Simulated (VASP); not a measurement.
Ti2Al3Ru:

```
Ti Al Ru
1.0
     2.75034   -3.95494    0.00000
     2.75034    3.95494    0.00000
     0.00000    0.00000    3.91091
Ti Al Ru
2 3 1
Direct
  0.50000 0.50000 0.00000
  0.00000 0.00000 0.00000
  0.73915 0.26085 0.00000
  0.26085 0.73915 0.00000
  0.50000 0.50000 0.50000
  0.00000 0.00000 0.50000
```

```yaml
Program: VASP 6.6.1
Task: relaxation of cell and atoms
Functional: PBE
Potentials_or_basis: VASP PAW PBE potentials, release 64 (Ti_sv, Al, Ru_pv)
Cutoff: 600 eV
k_mesh: 4 × 4 × 4
Occupations: gaussian, width 0.1 eV
Spin: no spin polarisation
```

At the start: pressure 80.8 GPa; volume 14.18 Å³/atom.

Task: Where does the relaxation end?

Result: Over 16 steps the energy falls by 2529.8 meV/atom and the volume is 21.91 Å³/atom (+54.5 %); space group Cmmm (No. 65, to 0.05 Å).

Step by step:
```csv
step,energy change (eV),largest force (eV/Å),pressure (GPa),volume (Å³)
1,0.0000,3.8827,80.79,85.08
2,45.8435,1.0820,14.58,194.87
3,10.5287,1.1569,-33.00,261.76
4,59.5450,0.2993,-21.38,211.26
5,-6.3376,0.4304,-12.12,200.51
6,-11.6443,0.1164,-11.05,197.75
7,-14.7743,0.1078,-0.96,139.28
8,-14.8027,0.0921,-0.74,138.45
9,-15.0947,0.6424,1.32,129.75
10,-15.1109,0.4990,0.67,131.37
11,-15.1394,0.4336,-0.43,132.97
12,-15.1437,0.3911,-0.99,133.84
13,-15.1640,0.2471,-0.67,133.00
14,-15.1768,0.0035,-0.05,131.60
15,-15.1768,0.0146,-0.07,131.66
16,-15.1785,0.0038,0.01,131.47
```

Final structure:
```
CELL_PARAMETERS angstrom
2.48249 -5.28117 0.00000
2.48249 5.28117 0.00000
0.00000 0.00000 5.01400
ATOMIC_POSITIONS crystal
Ti 0.50000 0.50000 0.00000
Ti 0.00000 0.00000 0.00000
Al 0.75480 0.24520 0.00000
Al 0.24520 0.75480 0.00000
Al 0.50000 0.50000 0.50000
Ru 0.00000 0.00000 0.50000
```

Caveat: the k points lie up to 0.35 Å⁻¹ apart in the final cell; the volume moved by over 15 % at a fixed basis, so the end points are rough.
